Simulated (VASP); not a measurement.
# HC18 in VASP: single point with PBE+D3(BJ)

Aim: the single point of HC18 with PBE+D3(BJ).

Everything below comes from runs of VASP 6.6.1. Logs are shortened: lines on timing, memory, paths and dates and some standing lists are left out, and cuts for length are marked.

### 1 The cell of the first run

The cell holds a slab with vacuum, 19 atoms: a = 7.398 Å, b = 7.398 Å, c = 11.000 Å, α = 90.00°, β = 90.00°, γ = 120.00°.

### 2 Single point, PBE+D3(BJ), collinear spin, ferromagnetic start

INCAR reads:

```
PREC     = Accurate       # precision mode
ENCUT    = 520            # plane-wave cutoff, eV
EDIFF    = 1E-6           # SCF threshold, eV
ISMEAR   = -1             # smearing method
SIGMA    = 0.05           # smearing width, eV
LREAL    = Auto         
LASPH    = True           # aspherical terms in the spheres
NELM     = 150            # most SCF steps
ALGO     = Normal         # electronic algorithm
ISIF     = 2              # what is computed and relaxed
LWAVE    = False          # write WAVECAR
LCHARG   = True           # write CHGCAR
ISPIN    = 2              # spin polarisation
MAGMOM   = 0 0 0 0 0 0 0 0 0 0 0 0 0 0 0 0 0 0 1 # initial moments
LORBIT   = 11             # projections on sites
GGA      = PE             # functional
IVDW     = 12             # dispersion correction
LELF     = True           # ELF
LVHAR    = True         
NBANDS   = 56             # bands
```

KPOINTS reads:

```
Automatic mesh
0
Gamma
  2 2 1
```

POSCAR reads:

```
HC18
1.0
    7.3980000000      0.0000000000      0.0000000000
   -3.6990000000      6.4068560000      0.0000000000
    0.0000000000      0.0000000000     11.0000000000
C H
18 1
Direct
    0.0007337546      0.0016248085      0.0864091307
    0.2200257235      0.1139875094      0.0923899058
    0.0001726736      0.3338418774      0.0803149259
    0.2218397486      0.4446776153      0.0813268054
    0.0007372278      0.6666226867      0.0864320879
    0.2200327455      0.7735616858      0.0924237252
    0.3335061038      0.0005095921      0.1241453773
    0.5604622660      0.1139858650      0.0923972579
    0.3323887014      0.3332804776      0.0864145170
    0.5558155617      0.4451275770      0.0891948278
    0.3323890104      0.6666230898      0.0864306632
    0.5558176084      0.7781969995      0.0891968514
    0.6673934852      0.0016248152      0.0864128969
    0.8893390534      0.1121757073      0.0813132158
    0.6673946157      0.3332797749      0.0864197149
    0.8893406235      0.4446772690      0.0813300526
    0.6668390160      0.6671745129      0.0889791023
    0.8888836399      0.7781973459      0.0891964831
    0.3335265410      0.0005745907      0.2265453588
```

Potentials or basis: VASP PAW PBE potentials, release 64 (C, H).

Run with:

```sh
$ cat potpaw_PBE.64/C/POTCAR potpaw_PBE.64/H/POTCAR > POTCAR
$ mpirun -np 1 vasp_std > vasp.out
```

OUTCAR:

```text
PREC = Accurate
   ENCUT = 520
   EDIFF = 1E-6
   ISMEAR = -1
   LREAL = Auto
   LASPH = True
   NELM = 150
   ISIF = 2
   ISPIN = 2
   LORBIT = 11
   GGA = PE
   IVDW = 12
 IVDW          = 12

 ion  position               nearest neighbor table
   1  0.001  0.002  0.086-   2 1.41  14 1.42  18 1.43
   2  0.220  0.114  0.092-   1 1.41   9 1.41   7 1.50
   3  0.000  0.334  0.080-  14 1.42   4 1.42  16 1.42
   4  0.222  0.445  0.081-   3 1.42   9 1.42  11 1.42
   5  0.001  0.667  0.086-   6 1.41  16 1.42  18 1.43
   6  0.220  0.774  0.092-  11 1.41   5 1.41   7 1.50
   7  0.334  0.001  0.124-  19 1.13   6 1.50   8 1.50   2 1.50
   8  0.560  0.114  0.092-  13 1.41  15 1.41   7 1.50
   9  0.332  0.333  0.086-   2 1.41   4 1.42  10 1.43
  10  0.556  0.445  0.089-  17 1.42  15 1.43   9 1.43
  11  0.332  0.667  0.086-   6 1.41   4 1.42  12 1.43
  12  0.556  0.778  0.089-  17 1.42  13 1.43  11 1.43
  13  0.667  0.002  0.086-   8 1.41  14 1.42  12 1.43
  14  0.889  0.112  0.081-   3 1.42   1 1.42  13 1.42
  15  0.667  0.333  0.086-   8 1.41  16 1.42  10 1.43
  16  0.889  0.445  0.081-   3 1.42  15 1.42   5 1.42
  17  0.667  0.667  0.089-  12 1.42  18 1.42  10 1.42
  18  0.889  0.778  0.089-  17 1.42   5 1.43   1 1.43
  19  0.334  0.001  0.227-   7 1.13

  LATTYP: Found a hexagonal cell.
 ALAT       =     7.3980000000
 C/A-ratio  =     1.4868883482

  Lattice vectors:

 A1 = (   7.3980000000,   0.0000000000,   0.0000000000)
 A2 = (  -3.6990000000,   6.4068560000,   0.0000000000)
 A3 = (   0.0000000000,   0.0000000000,  11.0000000000)

Analysis of symmetry for initial positions (statically):
=====================================================================
 Subroutine PRICEL returns:
 Original cell was already a primitive cell.

 Routine SETGRP: Setting up the symmetry group for a
 hexagonal supercell.

 Subroutine GETGRP returns: Found  1 space group operations
 (whereof  1 operations were pure point group operations)
 out of a pool of 24 trial point group operations.

The static configuration has the point symmetry C_1 .

Analysis of symmetry for dynamics (positions and initial velocities):
=====================================================================
 Subroutine PRICEL returns:
 Original cell was already a primitive cell.

 Routine SETGRP: Setting up the symmetry group for a
 hexagonal supercell.

 Subroutine GETGRP returns: Found  1 space group operations
 (whereof  1 operations were pure point group operations)
 out of a pool of 24 trial point group operations.

The dynamic configuration has the point symmetry C_1 .

Analysis of structural, dynamic, and magnetic symmetry:
=====================================================================
 Subroutine PRICEL returns:
 Original cell was already a primitive cell.

 Routine SETGRP: Setting up the symmetry group for a
 hexagonal supercell.

 Subroutine GETGRP returns: Found  1 space group operations
 (whereof  1 operations were pure point group operations)
 out of a pool of 24 trial point group operations.

The overall configuration has the point symmetry C_1 .

 Subroutine INISYM returns: Found  1 space group operations
 (whereof  1 operations are pure point group operations),
 and found     1 'primitive' translations

----------------------------------------------------------------------------------------

                                     Primitive cell

  volume of cell :     521.3771

  direct lattice vectors                    reciprocal lattice vectors
     7.398000000  0.000000000  0.000000000     0.135171668  0.078041398  0.000000000
    -3.699000000  6.406856000  0.000000000     0.000000000  0.156082796  0.000000000
     0.000000000  0.000000000 11.000000000     0.000000000  0.000000000  0.090909091

  length of vectors
     7.398000000  7.398000054 11.000000000     0.156082797  0.156082796  0.090909091

  position of ions in fractional coordinates (direct lattice)
[... 72 lines left out ...]
  0.000000  0.500000  0.000000      1.000000
  0.500000  0.500000  0.000000      1.000000
   k-points           NKPTS =      4   k-points in BZ     NKDIM =      4   number of bands    NBANDS=     56
   number of dos      NEDOS =    301   number of ions     NIONS =     19
   total plane-waves  NPLWV = 263424
   dimension x,y,z NGX =    56 NGY =   56 NGZ =   84
   dimension x,y,z NGXF=   112 NGYF=  112 NGZF=  168
   ions per type =              18   1
   NGX,Y,Z   is equivalent  to a cutoff of  12.58, 12.58, 12.70 a.u.
   NGXF,Y,Z  is equivalent  to a cutoff of  25.17, 25.17, 25.39 a.u.
 SYSTEM =  unknown system
   PREC   = accura    normal or accurate (medium, high low for compatibility)
   ISTART =      0    job   : 0-new  1-cont  2-samecut
   ICHARG =      2    charge: 1-file 2-atom 10-const
   ISPIN  =      2    spin polarized calculation?
   LNONCOLLINEAR =      F non collinear calculations
   LSORBIT =      F    spin-orbit coupling
   LASPH  =      T    aspherical Exc in radial PAW
   ENCUT  =  520.0 eV  38.22 Ry    6.18 a.u.  13.76 13.76 20.45*2*pi/ulx,y,z
   NELM   =    150;   NELMIN=  2; NELMDL= -5     # of ELM steps
   EDIFF  = 0.1E-05   stopping-criterion for ELM
   LREAL  =      T    real-space projection
   EDIFFG = 0.1E-04   stopping-criterion for IOM
   NSW    =      0    number of steps for IOM
   IBRION =     -1    ionic relax: 0-MD 1-quasi-New 2-CG
   NFREE  =      0    steps in history (QN), initial steepest desc. (CG)
   ISIF   =      2    stress and relaxation
   ISYM   =      2    0-nonsym 1-usesym 2-fastsym
   POTIM  = 0.5000    time-step for ionic-motion
   TEBEG  =    0.0;   TEEND  =   0.0 temperature during run
   PSTRESS=    0.0 pullay stress
   NELECT =      73.0000    total number of electrons
   NUPDOWN=      -1.0000    fix difference up-down
   EMIN   =  10.00;   EMAX   =-10.00  energy-range for DOS
   EFERMI =   0.00;   METHOD = LEGACY
   ISMEAR =    -1;   SIGMA  =   0.05  broadening in eV -4-tet -1-fermi 0-gaus
   EFERMI_NEDOS =   21; number of points for ismear=-14 and -15
   IALGO  =     38    algorithm
   IMIX   =      4    mixing-type and parameters
     AMIX     =   0.40;   BMIX     =  1.00
     AMIX_MAG =   1.60;   BMIX_MAG =  1.00
  volume/ion in A,a.u.               =      27.44       185.18
  Fermi-wavevector in a.u.,A,eV,Ry     =   0.850090  1.606438  9.832301  0.722654
  Thomas-Fermi vector in A             =   1.966013
   LORBIT       =     11    0 simple, 1 ext, 2 COOP (PROOUT), +10 PAW based schemes
   GGA     = PE    functional components
   LHFCALC =     F    Hartree Fock is set to
   AEXX    =    0.0000 exact exchange contribution
   IVDW    =    12    specifies the selected vdW correction
   LEPSILON=     F    determine dielectric tensor
   LRPA    =     F    only Hartree local field effects (RPA)
 spin polarized calculation
  energy-cutoff  :      520.00
  volume of cell :      521.38
 maximum number of plane-waves:     14099
 NGX is ok and might be reduce to    56
   NGX = 27   NGY = 27   NGZ = 41

 number of electron      73.0000002 magnetization       1.0262364

 Free energy of the ion-electron system (eV)
  ---------------------------------------------------
  ext. energy  EPLUGINS =         0.00000000
  ---------------------------------------------------
  free energy    TOTEN  =      -167.78349359 eV

  energy without entropy =     -167.77394526  energy(sigma->0) =     -167.77871943

 E-fermi :  -1.3560     XC(G=0):  -3.9869

 val. band max:       -1.4918756652   @ k =   0.0000   0.0000   0.0000
 cond. band min:      -1.2351783489   @ k =   0.0000   0.0000   0.0000
 fundamental gap:      0.2566973163
 Fermi energy:        -1.3559744568

 spin component 1

 k-point     1 :       0.0000    0.0000    0.0000
  band No.  band energies     occupation
      1     -20.9292      1.00000
      2     -18.3888      1.00000
      3     -18.3845      1.00000
      4     -18.3844      1.00000
      5     -18.3482      1.00000
      6     -18.2844      1.00000
[... 193 lines left out ...]
     47       4.2061      0.00000
     48       4.3548      0.00000
 Fermi energy:        -1.3559744568

 spin component 2

 k-point     1 :       0.0000    0.0000    0.0000
  band No.  band energies     occupation
      1     -20.8605      1.00000
      2     -18.3327      1.00000
      3     -18.3326      1.00000
      4     -18.2962      1.00000
      5     -18.2631      1.00000
      6     -18.2240      1.00000
[... 193 lines left out ...]
     47       4.2743      0.00000
     48       4.4755      0.00000
 [bands above 48 left out]

------------------------ aborting loop because EDIFF is reached ----------------------------------------

 Edisp (eV)   -1.64639

 E8    (eV) :    -0.5080

  FORCE on cell =-STRESS in cart. coord.  units (eV):
  Direction    XX          YY          ZZ          XY          YZ          ZX
  --------------------------------------------------------------------------------------
  -------------------------------------------------------------------------------------
  Total       2.88672     2.88496    -0.12205     0.01344    -0.00371    -0.00018
  in kB       8.87080     8.86540    -0.37505     0.04131    -0.01141    -0.00054
  external pressure =        5.79 kB  Pullay stress =        0.00 kB

 VOLUME and BASIS-vectors are now :
 -----------------------------------------------------------------------------
  energy-cutoff  :      520.00
  volume of cell :      521.38
      direct lattice vectors                 reciprocal lattice vectors
     7.398000000  0.000000000  0.000000000     0.135171668  0.078041398  0.000000000
    -3.699000000  6.406856000  0.000000000     0.000000000  0.156082796  0.000000000
     0.000000000  0.000000000 11.000000000     0.000000000  0.000000000  0.090909091

 POSITION                                       TOTAL-FORCE (eV/Angst)
 -----------------------------------------------------------------------------------
     -0.00058      0.01041      0.95050        -0.002870      0.002885      0.002154
      1.20611      0.73030      1.01629         0.019549     -0.008774      0.001695
     -1.23360      2.13888      0.88346         0.003836      0.001297     -0.012978
     -0.00369      2.84899      0.89459         0.001049      0.010977     -0.004834
     -2.46038      4.27096      0.95075         0.000038      0.002124      0.000572
     -1.23360      4.95610      1.01666         0.006528      0.015458     -0.000014
[... 11 lines left out ...]
      3.69741      4.98580      0.98116         0.000088      0.001175     -0.001832
      2.46530      0.00368      2.49200         0.000331     -0.000664      0.027312
 -----------------------------------------------------------------------------------
    total drift:                               -0.003648     -0.003452     -0.009857

  FREE ENERGIE OF THE ION-ELECTRON SYSTEM (eV)
  ---------------------------------------------------
  free  energy   TOTEN  =      -169.4298856817 eV

  energy  without entropy=     -169.4203373493  energy(sigma->0) =     -169.42511152

 total charge

# of ion       s       p       d       tot
------------------------------------------
    1        0.863   1.793   0.000   2.657
    2        0.862   1.772   0.000   2.634
    3        0.864   1.795   0.000   2.659
    4        0.864   1.789   0.000   2.653
    5        0.863   1.793   0.000   2.657
    6        0.862   1.772   0.000   2.634
[... 11 lines left out ...]
   18        0.860   1.780   0.000   2.640
   19        0.613   0.040   0.000   0.653
--------------------------------------------------
tot         16.109  32.200   0.000  48.308

 magnetization (x)

# of ion       s       p       d       tot
------------------------------------------
    1       -0.005  -0.054   0.000  -0.059
    2        0.009   0.121   0.000   0.130
    3       -0.003  -0.026   0.000  -0.029
    4        0.004   0.056   0.000   0.060
    5       -0.005  -0.054   0.000  -0.059
    6        0.009   0.121   0.000   0.130
[... 11 lines left out ...]
   18        0.007   0.113   0.000   0.121
   19        0.048  -0.001   0.000   0.048
--------------------------------------------------
tot          0.067   0.475   0.000   0.542
```

Run time: 5.8 min. Hardware: 1 thread of Intel Xeon 6975P-C (Granite Rapids), shared host; peak memory 0.79 GiB.

What came out:

```yaml
Free_energy: -169.4299 eV
Largest_force: 0.027 eV/Å
Band_gap_on_the_k_mesh: 0.26 eV, direct
Net_moment: 1.03 μB per cell
Site_moments: C -0.06, +0.13, -0.03, +0.06, -0.02, +0.12, -0.04; H +0.05 μB
Valence_electrons_inside_the_program's_atomic_spheres: C 2.66, 2.63, 2.65, 2.64; H 0.65
Dispersion_energy_per_atom: -0.087 eV
```

Forces in eV/Å, atoms in the order of the input:
```
C   -0.003  0.003  0.002
C    0.020 -0.009  0.002
C    0.004  0.001 -0.013
C    0.001  0.011 -0.005
C    0.000  0.002  0.001
C    0.007  0.015  0.000
C   -0.001 -0.004 -0.013
C   -0.009 -0.010  0.003
C   -0.004  0.003 -0.001
C   -0.006  0.002  0.000
C    0.001 -0.002  0.001
C   -0.009 -0.008 -0.001
C    0.003 -0.006 -0.002
C    0.002 -0.007 -0.001
C    0.000  0.004 -0.001
C   -0.003  0.001 -0.001
C   -0.001  0.004  0.002
C    0.000  0.001 -0.002
H    0.000 -0.001  0.027
```

Caveat: the k points lie up to 0.49 Å⁻¹ apart.
